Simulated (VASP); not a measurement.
A run of VASP 6.6.1:

The input INCAR:

```
ALGO     = Normal         # electronic algorithm
EDIFF    = 1E-6           # SCF threshold, eV
ENCUT    = 500            # plane-wave cutoff, eV
GGA      = PE             # functional
GGA_COMPAT= F            
ISIF     = 2              # what is computed and relaxed
ISMEAR   = 0              # smearing method
LASPH    = T              # aspherical terms in the spheres
LCHARG   = T              # write CHGCAR
LELF     = T              # ELF
LREAL    = F              # projectors in reciprocal space
LVHAR    = T            
LWAVE    = F              # write WAVECAR
NBANDS   = 25             # bands
NELECT   = 36.1         
NELM     = 120            # most SCF steps
PREC     = Accurate       # precision mode
SIGMA    = 0.1            # smearing width, eV
```

The input KPOINTS:

```
k-points
0
Gamma
  6 6 2
```

Contents of POSCAR:

```
Zn
1.0
    2.2681701736     -1.3084870100      0.0000000000
    2.2681701736      1.3084870100      0.0000000000
   -1.5917165425      0.0000000000      7.3004081919
Zn
3
Direct
    0.0000000000      0.0000000000      0.0000000000
    0.2219821400      0.2219821400      0.6654950200
    0.7780178600      0.7780178600      0.3345049800
```

Potentials or basis: VASP PAW PBE potentials, release 64 (Zn).

Command:

```sh
$ cat potpaw_PBE.64/Zn/POTCAR > POTCAR
$ mpirun -np 1 vasp_std > vasp.out
```

Hardware: 1 thread of Intel Xeon 8259CL (shared host).

Question: How long does it take, and how much memory?

Answer: Wall time 58 s on 1 thread of Intel Xeon 8259CL, on a shared host, peak memory 0.16 GiB. Counts: scf iterations 12, k points 26.
